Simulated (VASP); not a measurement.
Wanted: the native input for a VASP 6.6.1 run.

* Task: single point
* Functional: PBE
* Potentials or basis: VASP PAW PBE potentials, release 64 (Br, Sb, Sr_sv, Bi_d)
* Cutoff: 520 eV
* k mesh: 3 × 3 × 3
* Occupations: methfessel-paxton, width 0.0156 eV
* Spin: no spin polarisation
* Dipole correction: no
* Further INCAR settings: ALGO = Normal; EDIFF = 1e-06; NBANDS = 53

The structure of SrBiSb2Br lies in POSCAR:

```
SrBiSb2Br
1.0
    6.3067820000      0.0000000000      0.0000000000
    3.1533910000     -7.2678940000      0.0000000000
    0.0000000000      0.0000000000     -6.1607190000
Br Sb Sr Bi
2 4 2 2
Direct
    0.7445000000      0.5110000000      0.7500000000
    0.2555000000      0.4890000000      0.2500000000
    0.2470000000      0.0000000000      0.0000000000
    0.7530000000      0.0000000000      0.5000000000
    0.7530000000      0.0000000000      0.0000000000
    0.2470000000      0.0000000000      0.5000000000
    0.4050000000      0.1900000000      0.7500000000
    0.5950000000      0.8100000000      0.2500000000
    0.0739000000      0.8522000000      0.7500000000
    0.9261000000      0.1478000000      0.2500000000
```

These files were run (other wordings do the same):

INCAR

```
ALGO     = Normal         # electronic algorithm
EDIFF    = 1E-6           # SCF threshold, eV
ENCUT    = 520            # plane-wave cutoff, eV
GGA      = PE             # functional
ISIF     = 2              # what is computed and relaxed
ISMEAR   = 1              # smearing method
LASPH    = T              # aspherical terms in the spheres
LCHARG   = F              # write CHGCAR
LREAL    = F              # projectors in reciprocal space
LWAVE    = F              # write WAVECAR
NBANDS   = 53             # bands
NELM     = 60             # most SCF steps
PREC     = Accurate       # precision mode
SIGMA    = 0.0156         # smearing width, eV
```

KPOINTS

```
k-points
0
Gamma
  3 3 3
```

Potentials or basis: VASP PAW PBE potentials, release 64 (Br, Sb, Sr_sv, Bi_d).

Run with:

```sh
$ cat potpaw_PBE.64/Br/POTCAR potpaw_PBE.64/Sb/POTCAR potpaw_PBE.64/Sr_sv/POTCAR potpaw_PBE.64/Bi_d/POTCAR > POTCAR
$ mpirun -np 1 vasp_std > vasp.out
```

It gave:

```json
{
  "Pressure": "47.2 GPa",
  "Largest force": "13.610 eV/Å",
  "Band gap on the k mesh": "zero (bands 42 and 43 overlap by 0.71 eV)"
}
```

Caveat: the k points lie up to 0.36 Å⁻¹ apart, too coarse for converged energies and pressures of a metal; spin-orbit coupling is left out, which moves the levels of the heavy elements; forces of over 1 eV/Å act on the atoms, so gaps and moduli don't describe the material at rest.

Run time: 2.6 min on 1 thread of Intel(R) Xeon(R) Platinum 8488C (Sapphire Rapids) (shared host), peak memory 0.43 GiB.
